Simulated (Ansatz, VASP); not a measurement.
# RbBr: VASP beside Ansatz

```
Rb Br
1.0
     0.00000    3.42492    3.42492
     3.42492    0.00000    3.42492
     3.42492    3.42492    0.00000
Rb Br
1 1
Direct
  0.99854 0.99854 0.99854
  0.50000 0.50000 0.50000
```

Change from the starting cell: atom 1 moved by [-0.01, -0.01, -0.01] A.

Alike in both runs: task single point; functional PBEsol; k mesh 6 × 6 × 6; non-collinear spin, spin-orbit coupling.

|  | VASP | Ansatz |
| --- | --- | --- |
| version | VASP 6.6.1 | Ansatz 0.2.0 |
| potentials or method | VASP PAW PBE potentials, release 64 (Rb_sv, Br), cutoff 520 eV | all-electron LAPW |
| occupations | gaussian, width 0.01 eV | fixed |

|  | VASP | Ansatz | Ansatz less VASP |
| --- | --- | --- | --- |
| pressure (GPa) | 0.0 | 0.0 | -0.04 |
| rms of the force components (eV/Å) | 0.011 | 0.011 | -0.0002 |
| net moment per atom (μB) | 0.00 | 0.00 | 0.000 |

VASP's potentials were made for PBE, not for PBEsol. Atom by atom the forces differ by 0.000 eV/Å (rms over components). Ansatz ran all-electron here, and VASP with PAW potentials.
